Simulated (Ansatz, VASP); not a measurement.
# One calculation of GaN, two programs

Contents of INCAR:

```
  ALGO = Normal
  EDIFF = 1E-6
  ENCUT = 520
  GGA = PE
  ISIF = 2
  ISMEAR = 0
  LASPH = T
  LCHARG = F
  LREAL = F
  LWAVE = F
  NBANDS = 26
  NELM = 60
  PREC = Accurate
  SIGMA = 0.1
```

File KPOINTS:

```
k-points
0
Gamma
  4 4 6
```

Contents of POSCAR:

```
GaN
1.0
    4.0645721500      0.0000000000      0.0000000000
    0.0000000000      4.0645721500      0.0000000000
    0.0000000000      0.0000000000      3.3525325100
Ga N
2 2
Direct
    0.0000000000      0.0000000000      0.5000000000
    0.5000000000      0.5000000000      0.5000000000
    0.5000000000      0.0000000000      0.6535902300
    0.0000000000      0.5000000000      0.3464097700
```

Input for Ansatz:

```yaml
crystal:
  lattice:
    - [4.06457215, 0.0, 0.0]
    - [0.0, 4.06457215, 0.0]
    - [0.0, 0.0, 3.35253251]
  atoms:
    - { symbol: Ga, position: [0.0, 0.0, 0.5] }
    - { symbol: Ga, position: [0.5, 0.5, 0.5] }
    - { symbol: "N", position: [0.5, 0.0, 0.65359023] }
    - { symbol: "N", position: [0.0, 0.5, 0.34640977] }
basis:
  ecutwfc: 420
kpoints:
  mp_grid: { grid: [4, 4, 6] }
hamiltonian:
  xc: pbe
scf:
  occupations: { method: gaussian, width: 0.1 }
  lower_state_search: "off"
output:
  forces: true
  stress: true
  eigenvalues: true
```

Alike in both runs: task single point; functional PBE; k mesh 4 × 4 × 6; occupations gaussian, width 0.1 eV; no spin polarisation.

|  | VASP | Ansatz |
| --- | --- | --- |
| version | VASP 6.6.1 | Ansatz 0.2.0 |
| potentials or method | VASP PAW PBE potentials, release 64 (Ga_d, N), cutoff 520 eV | scalar-relativistic, plane waves, PAW |
| valence electrons in the cell | 36 | 36 |

|  | VASP | Ansatz | Ansatz less VASP |
| --- | --- | --- | --- |
| gap on the k mesh at the Fermi level (eV) | none | none | - |
| pressure (GPa) | -13.3 | -13.7 | -0.37 |
| traceless stress, the component that is largest in VASP (GPa) | 17.51 | 17.91 | +0.397 |
| rms of the force components (eV/Å) | 0.058 | 0.067 | +0.0086 |

Atom by atom the forces differ by 0.009 eV/Å (rms over components). A gap of «none» marks a metal or a gap that the smearing closes. The functional is the same, so the differences come from potentials, cutoffs and numerics.

The k mesh is coarse, so the values compare programs but aren't converged.
